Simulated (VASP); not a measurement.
## GaN (rocksalt type): relaxation of cell and atoms with PBE

Crystal: GaN (rocksalt type).

```
CELL_PARAMETERS angstrom
0.00000 2.13413 2.13413
2.13413 0.00000 2.13413
2.13413 2.13413 0.00000
ATOMIC_POSITIONS crystal
Ga 0.00000 0.00000 0.00000
N 0.50000 0.50000 0.50000
```

```yaml
Program: VASP 6.6.1
Task: relaxation of cell and atoms
Functional: PBE
Potentials_or_basis: VASP PAW PBE potentials, release 64 (Ga_d, N)
Cutoff: 600 eV
k_mesh: 15 × 15 × 15
Occupations: fermi-dirac, width 0.05 eV
Spin: no spin polarisation
Target_pressure: -0.0031 GPa
Dipole_correction: no
Further_INCAR_settings: ALGO = Normal; EDIFF = 1e-06; IBRION = 2; EDIFFG = -0.005; NSW = 60; ISIF = 3
```

```json
{"Relaxed volume": "9.75 Å³/atom", "Relaxed cell": "a = 3.021 Å, b = 3.021 Å, c = 3.021 Å, α = 60.00°, β = 60.00°, γ = 60.00°", "Space group after relaxing (to 0.1 Å)": "Fm-3m (No. 225)", "Energy change on relaxing (the run minimises the enthalpy)": "-0.0 meV/atom", "Ionic steps": "3", "Pressure after relaxing": "0.1 GPa", "Band gap on the k mesh": "0.47 eV (least direct gap 2.35 eV)"}
```

Final structure:
```yaml
crystal:
  lattice:
    - [0.00000, 2.13617, 2.13617]
    - [2.13617, 0.00000, 2.13617]
    - [2.13617, 2.13617, 0.00000]
  atoms:
    - { symbol: Ga, position: [0.00000, 0.00000, 0.00000] }
    - { symbol: N, position: [0.50000, 0.50000, 0.50000] }
```

Levels at points of the mesh, in eV from the valence-band top:
```csv
k point,band 7,band 8,band 9,band 10,band 11,band 12
"(0.00, 0.00, 0.00)",-0.48,-0.48,-0.48,1.87,14.54,14.54
```

It took 71 s on 1 thread of Intel Xeon 8259CL, with other jobs on the host, peak memory 0.17 GiB.

Caveat: the cell is relaxed towards a set pressure, so the run minimises the enthalpy, not the energy; an odd mesh through Γ misses points on the zone boundary, where band edges can lie.
